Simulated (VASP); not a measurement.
# BeS (F-43m) in VASP: a series of runs, part 2 of 2

VASP 6.6.1.

## 3. Relaxation of cell and atoms, PBEsol, target pressure 1 GPa, at which the enthalpy is minimised

This run uses another cell than the first one, of 14.15 Å³/atom, 1.020 times its volume.

INCAR reads:

```
SYSTEM = BeS
ALGO = Normal ; EDIFF = 1E-6
EDIFFG = -0.002 ; ENCUT = 600
GGA = PS ; IBRION = 2
ISIF = 3 ; ISMEAR = 0
LASPH = .True. ; LCHARG = .False.
LREAL = .False. ; LWAVE = .False.
NELM = 100 ; NSW = 100
PREC = Accurate ; PSTRESS = 10.0
SIGMA = 0.01
```

KPOINTS reads:

```
k-points
0
Gamma
  8 8 8
  0 0 0
```

POSCAR reads:

```
BeS
1.0
    0.0000000000      2.4189639919      2.4189639919
    2.4189639919      0.0000000000      2.4189639919
    2.4189639919      2.4189639919      0.0000000000
Be S
1 1
Direct
    0.0000000000      0.0000000000      0.0000000000
    0.7500000000      0.7500000000      0.7500000000
```

Potentials or basis: VASP PAW PBE potentials, release 64 (Be, S).

Run with:

```sh
$ cat potpaw_PBE.64/Be/POTCAR potpaw_PBE.64/S/POTCAR > POTCAR
$ mpirun -np 1 vasp_std > vasp.out
```

OUTCAR:

```text
SYSTEM = BeS
   EDIFF = 1E-6
   EDIFFG = -0.002
   ENCUT = 600
   GGA = PS
   IBRION = 2
   ISIF = 3
   ISMEAR = 0
   LASPH = .True.
   LREAL = .False.
   NELM = 100
   NSW = 100
   PREC = Accurate
   PSTRESS = 10.0

 ion  position               nearest neighbor table
   1  0.000  0.000  0.000-   2 2.09   2 2.09   2 2.09   2 2.09
   2  0.750  0.750  0.750-   1 2.09   1 2.09   1 2.09   1 2.09

  LATTYP: Found a face centered cubic cell.
 ALAT       =     4.8379279838

  Lattice vectors:

 A1 = (   0.0000000000,   2.4189639919,   2.4189639919)
 A2 = (   2.4189639919,   0.0000000000,   2.4189639919)
 A3 = (   2.4189639919,   2.4189639919,   0.0000000000)

Analysis of symmetry for initial positions (statically):
=====================================================================
 Subroutine PRICEL returns:
 Original cell was already a primitive cell.

 Routine SETGRP: Setting up the symmetry group for a
 face centered cubic supercell.

 Subroutine GETGRP returns: Found 24 space group operations
 (whereof 24 operations were pure point group operations)
 out of a pool of 48 trial point group operations.

The static configuration has the point symmetry T_d .

Analysis of symmetry for dynamics (positions and initial velocities):
=====================================================================
 Subroutine PRICEL returns:
 Original cell was already a primitive cell.

 Routine SETGRP: Setting up the symmetry group for a
 face centered cubic supercell.

 Subroutine GETGRP returns: Found 24 space group operations
 (whereof 24 operations were pure point group operations)
 out of a pool of 48 trial point group operations.

The dynamic configuration has the point symmetry T_d .

 Subroutine INISYM returns: Found 24 space group operations
 (whereof 24 operations are pure point group operations),
 and found     1 'primitive' translations

----------------------------------------------------------------------------------------

                                     Primitive cell

  volume of cell :      28.3086

  direct lattice vectors                    reciprocal lattice vectors
     0.000000000  2.418963992  2.418963992    -0.206700059  0.206700059  0.206700059
     2.418963992  0.000000000  2.418963992     0.206700059 -0.206700059  0.206700059
     2.418963992  2.418963992  0.000000000     0.206700059  0.206700059 -0.206700059

  length of vectors
     3.420931684  3.420931684  3.420931684     0.358015004  0.358015004  0.358015004

  position of ions in fractional coordinates (direct lattice)
     0.000000000  0.000000000  0.000000000
     0.750000000  0.750000000  0.750000000

  ion indices of the primitive-cell ions
   primitive index   ion index
                 1           1
                 2           2

----------------------------------------------------------------------------------------

 KPOINTS: k-points

Automatic generation of k-mesh.
 Grid dimensions read from file:
 generate k-points for:    8    8    8

 Generating k-lattice:

[... 42 lines left out ...]
 [... further k-points ...]
   k-points           NKPTS =     29   k-points in BZ     NKDIM =     29   number of bands    NBANDS=      8
   number of dos      NEDOS =    301   number of ions     NIONS =      2
   total plane-waves  NPLWV =  21952
   dimension x,y,z NGX =    28 NGY =   28 NGZ =   28
   dimension x,y,z NGXF=    56 NGYF=   56 NGZF=   56
   ions per type =               1   1
   NGX,Y,Z   is equivalent  to a cutoff of  13.61, 13.61, 13.61 a.u.
   NGXF,Y,Z  is equivalent  to a cutoff of  27.21, 27.21, 27.21 a.u.
 SYSTEM =  BeS
   PREC   = accura    normal or accurate (medium, high low for compatibility)
   ISTART =      0    job   : 0-new  1-cont  2-samecut
   ICHARG =      2    charge: 1-file 2-atom 10-const
   ISPIN  =      1    spin polarized calculation?
   LNONCOLLINEAR =      F non collinear calculations
   LSORBIT =      F    spin-orbit coupling
   LASPH  =      T    aspherical Exc in radial PAW
   ENCUT  =  600.0 eV  44.10 Ry    6.64 a.u.   6.83  6.83  6.83*2*pi/ulx,y,z
   NELM   =    100;   NELMIN=  2; NELMDL= -5     # of ELM steps
   EDIFF  = 0.1E-05   stopping-criterion for ELM
   LREAL  =      F    real-space projection
   EDIFFG = -.2E-02   stopping-criterion for IOM
   NSW    =    100    number of steps for IOM
   IBRION =      2    ionic relax: 0-MD 1-quasi-New 2-CG
   NFREE  =      1    steps in history (QN), initial steepest desc. (CG)
   ISIF   =      3    stress and relaxation
   ISYM   =      2    0-nonsym 1-usesym 2-fastsym
   POTIM  = 0.5000    time-step for ionic-motion
   TEBEG  =    0.0;   TEEND  =   0.0 temperature during run
   PSTRESS=   10.0 pullay stress
   NELECT =       8.0000    total number of electrons
   NUPDOWN=      -1.0000    fix difference up-down
   EMIN   =  10.00;   EMAX   =-10.00  energy-range for DOS
   EFERMI =   0.00;   METHOD = LEGACY
   ISMEAR =     0;   SIGMA  =   0.01  broadening in eV -4-tet -1-fermi 0-gaus
   EFERMI_NEDOS =   21; number of points for ismear=-14 and -15
   IALGO  =     38    algorithm
   IMIX   =      4    mixing-type and parameters
     AMIX     =   0.40;   BMIX     =  1.00
     AMIX_MAG =   1.60;   BMIX_MAG =  1.00
  volume/ion in A,a.u.               =      14.15        95.52
  Fermi-wavevector in a.u.,A,eV,Ry     =   1.074316  2.030163 15.703234  1.154155
  Thomas-Fermi vector in A             =   2.210141
   LORBIT       =      0    0 simple, 1 ext, 2 COOP (PROOUT), +10 PAW based schemes
   GGA     = PS    functional components
   LHFCALC =     F    Hartree Fock is set to
   AEXX    =    0.0000 exact exchange contribution
   IVDW    =     0    specifies the selected vdW correction
   LEPSILON=     F    determine dielectric tensor
   LRPA    =     F    only Hartree local field effects (RPA)
 conjugate gradient relaxation of ions
 non-spin polarized calculation
 Gauss-broadening in eV      SIGMA  =   0.01
  energy-cutoff  :      600.00
  volume of cell :       28.31
 maximum number of plane-waves:       960
   NGX = 13   NGY = 13   NGZ = 13

--------------------------------------- Ionic step        1  -------------------------------------------

 number of electron       8.0000000 magnetization

 Free energy of the ion-electron system (eV)
  ---------------------------------------------------
  ext. energy  EPLUGINS =         0.00000000
  ---------------------------------------------------
  free energy    TOTEN  =       -10.56434969 eV

  energy without entropy =      -10.56434969  energy(sigma->0) =      -10.56434969

------------------------ aborting loop because EDIFF is reached ----------------------------------------

  FORCE on cell =-STRESS in cart. coord.  units (eV):
  Direction    XX          YY          ZZ          XY          YZ          ZX
  --------------------------------------------------------------------------------------
  -------------------------------------------------------------------------------------
  Total        0.0341206      0.0341206      0.0341206     -0.0000000      0.0000000     -0.0000000
  in kB        1.9311163      1.9311163      1.9311163     -0.0000000      0.0000000     -0.0000000
  external PRESSURE =      -8.0688837 kB  Pullay stress =      10.0000000 kB
[... 63 lines left out ...]
--------------------------------------- Ionic step        3  -------------------------------------------

 number of electron       8.0000000 magnetization

 Free energy of the ion-electron system (eV)
  ---------------------------------------------------
  ext. energy  EPLUGINS =         0.00000000
  ---------------------------------------------------
  free energy    TOTEN  =       -10.56349941 eV

  energy without entropy =      -10.56349941  energy(sigma->0) =      -10.56349941

 E-fermi :   4.4327     XC(G=0):  -9.9653

 val. band max:        4.3076944375   @ k =   0.0000   0.0000   0.0000
 cond. band min:       7.2000923536   @ k =   0.5000   0.5000   0.0000
 fundamental gap:      2.8923979161
 Fermi energy:         4.4327338552

 k-point     1 :       0.0000    0.0000    0.0000
  band No.  band energies     occupation
      1      -9.5170      2.00000
      2       4.3077      2.00000
      3       4.3077      2.00000
      4       4.3077      2.00000
      5       9.9098      0.00000
      6       9.9098      0.00000
      7       9.9098      0.00000
      8      10.1457      0.00000
[... 243 lines left out ...]
 k-point    24 :      -0.3750    0.2500    0.1250
  band No.  band energies     occupation
      1      -7.5514      2.00000
      2      -1.1098      2.00000
      3       1.4475      2.00000
      4       2.4013      2.00000
      5      10.2688      0.00000
      6      10.8479      0.00000
      7      13.4646      0.00000
      8      14.8009      0.00000

 [... further k-points ...]

------------------------ aborting loop because EDIFF is reached ----------------------------------------

  FORCE on cell =-STRESS in cart. coord.  units (eV):
  Direction    XX          YY          ZZ          XY          YZ          ZX
  --------------------------------------------------------------------------------------
  -------------------------------------------------------------------------------------
  Total        0.1776330      0.1776330      0.1776330      0.0000000      0.0000000      0.0000000
  in kB       10.1361425     10.1361425     10.1361425      0.0000000      0.0000000      0.0000000
  external PRESSURE =       0.1361425 kB  Pullay stress =      10.0000000 kB
[... 21 lines left out ...]
  energy  without entropy=      -10.5634994098  energy(sigma->0) =      -10.56349941

  enthalpy is  TOTEN    =       -10.3882522857 eV   P V=        0.1752471241

 reached required accuracy - stopping structural energy minimisation
```

OSZICAR:

```text
N       E                     dE             d eps       ncg     rms          rms(c)
DAV:   1     0.214889153031E+02    0.21489E+02   -0.43597E+03   464   0.957E+02
DAV:   2    -0.989198000186E+01   -0.31381E+02   -0.30040E+02   664   0.133E+02
DAV:   3    -0.107513183472E+02   -0.85934E+00   -0.85934E+00   568   0.275E+01
DAV:   4    -0.107541152010E+02   -0.27969E-02   -0.27969E-02   760   0.171E+00
[... 17 lines left out ...]
       N       E                     dE             d eps       ncg     rms          rms(c)
DAV:   1    -0.105636220305E+02   -0.53969E-03   -0.26074E-03   480   0.346E-01    0.849E-02
DAV:   2    -0.105635137714E+02    0.10826E-03   -0.30837E-04   568   0.103E-01    0.302E-02
DAV:   3    -0.105635002478E+02    0.13524E-04   -0.64924E-05   584   0.471E-02    0.173E-02
DAV:   4    -0.105634994098E+02    0.83799E-06   -0.66170E-07   360   0.723E-03
   3 F= -.10388252E+02 E0= -.10388252E+02  d E =-.590829E-03
```

Run time: 10 s. Hardware: 1 thread of AMD EPYC 9R45 (Zen 5), shared host; peak memory 0.12 GiB.

Results:

```
Free energy                                            : -10.5635 eV
Relaxed volume                                         : 14.04 Å³/atom
Relaxed cell                                           : a = 3.412 Å, b = 3.412 Å, c = 3.412 Å, α = 60.00°, β = 60.00°, γ = 60.00°
Space group after relaxing (to 0.05 Å)                 : F-43m (No. 216)
Energy change on relaxing (the enthalpy is what falls) : +0.4 meV/atom
Ionic steps                                            : 3
Pressure after relaxing                                : 1.0 GPa
Band gap on the k mesh                                 : 2.89 eV, indirect (least direct gap 5.60 eV)
```

The path:
```csv
step,energy change (eV),largest force (eV/Å),pressure (GPa),volume (Å³)
1,0.0000,0.0000,0.19,28.31
2,0.0013,0.0000,1.22,28.02
3,0.0009,0.0000,1.01,28.08
```

Final structure:
```
CELL_PARAMETERS angstrom
0.00000 2.41237 2.41237
2.41237 0.00000 2.41237
2.41237 2.41237 0.00000
ATOMIC_POSITIONS crystal
Be 0.00000 0.00000 0.00000
S 0.75000 0.75000 0.75000
```

Levels at points of the mesh, in eV from the valence-band top:
```
           k point  band 2  band 3  band 4  band 5  band 6  band 7
(0.00, 0.00, 0.00)    0.00    0.00    0.00    5.60    5.60    5.60
(0.50, 0.00, 0.00)   -5.97   -1.07   -1.07    5.43    6.48    6.48
(0.50, 0.50, 0.00)   -5.15   -2.73   -2.73    2.89    4.80   12.88
```

Caveat: the cell is relaxed towards a set pressure, so the enthalpy falls and the energy may rise; the PAW data sets were made with another functional, which shifts forces and pressure a little.

## 4. Relaxation of cell and atoms, PBEsol, target pressure 2 GPa, at which the enthalpy is minimised

This run uses another cell than the first one, of 14.15 Å³/atom, 1.020 times its volume.

INCAR reads:

```
ALGO = Normal
EDIFF = 1E-6
EDIFFG = -0.002
ENCUT = 600
GGA = PS
IBRION = 2
ISIF = 3
ISMEAR = 0
LASPH = T
LCHARG = F
LREAL = F
LWAVE = F
NELM = 60
NSW = 100
PREC = Accurate
PSTRESS = 20.0
SIGMA = 0.01
```

KPOINTS reads:

```
k-points
0
Gamma
  8 8 8
```

POSCAR is that of step 3.

Run with:

```sh
$ cat potpaw_PBE.64/Be/POTCAR potpaw_PBE.64/S/POTCAR > POTCAR
$ mpirun -np 1 vasp_std > vasp.out
```

Wall time 11 s (1 thread of AMD EPYC 9R45 (Zen 5), shared host); peak memory 0.12 GiB.

It converged, with:

```yaml
Free_energy: -10.5609 eV
Relaxed_volume: 13.90 Å³/atom
Relaxed_cell: a = 3.401 Å, b = 3.401 Å, c = 3.401 Å, α = 60.00°, β = 60.00°, γ = 60.00°
Space_group_after_relaxing_to_0.05_Å: F-43m (No. 216)
Energy_change_on_relaxing_the_enthalpy_is_what_falls: +1.7 meV/atom
Ionic_steps: 3
Pressure_after_relaxing: 2.0 GPa
Band_gap_on_the_k_mesh: 2.87 eV, indirect (least direct gap 5.60 eV)
```

Step by step:
| step | energy change (eV) | largest force (eV/Å) | pressure (GPa) | volume (Å³) |
| --- | --- | --- | --- | --- |
| 1 | 0.0000 | 0.0000 | 0.19 | 28.31 |
| 2 | 0.0055 | 0.0000 | 2.56 | 27.66 |
| 3 | 0.0034 | 0.0000 | 2.00 | 27.80 |

Final structure:
```
Be S
1.0
     0.00000    2.40452    2.40452
     2.40452    0.00000    2.40452
     2.40452    2.40452    0.00000
Be S
1 1
Direct
  0.00000 0.00000 0.00000
  0.75000 0.75000 0.75000
```

Levels at points of the mesh, in eV from the valence-band top:
| k point | band 1 | band 2 | band 3 | band 4 | band 5 | band 6 | band 7 | band 8 |
| --- | --- | --- | --- | --- | --- | --- | --- | --- |
| (0.00, 0.00, 0.00) | -13.89 | 0.00 | 0.00 | 0.00 | 5.60 | 5.60 | 5.60 | 5.92 |
| (0.50, 0.00, 0.00) | -12.19 | -6.03 | -1.08 | -1.08 | 5.47 | 6.47 | 6.47 | 11.09 |
| (0.50, 0.50, 0.00) | -11.61 | -5.20 | -2.76 | -2.76 | 2.87 | 4.79 | 12.95 | 12.95 |

Caveat: the cell is relaxed towards a set pressure, so the enthalpy falls and the energy may rise; the PAW data sets were made with another functional, which shifts forces and pressure a little.

## 5. Summary

| task | cell | cutoff (eV) | gap on the mesh (eV) | pressure (GPa) |
| --- | --- | --- | --- | --- |
| single point | a = 3.398 Å, angles 60.0°, 2 atoms | 520 | 2.86 | 2.2 |
| relaxation of cell and atoms | relaxed to 1 GPa from a = 3.421 Å, angles 60.0°, 2 atoms | 600 | 2.89 | 1.0 |
| relaxation of cell and atoms | relaxed to 2 GPa from a = 3.421 Å, angles 60.0°, 2 atoms | 600 | 2.87 | 2.0 |

Alike in all rows: level PBEsol; potentials or basis VASP PAW PBE potentials, release 64 (Be, S); no spin polarisation; k mesh 8 × 8 × 8; smearing gaussian 0.01 eV.

Caveats: the PAW data sets were made with another functional, which shifts forces and pressure a little; the cell is relaxed towards a set pressure, so the enthalpy falls and the energy may rise (some runs).

Absolute energies hang on the potentials; compare differences alone.
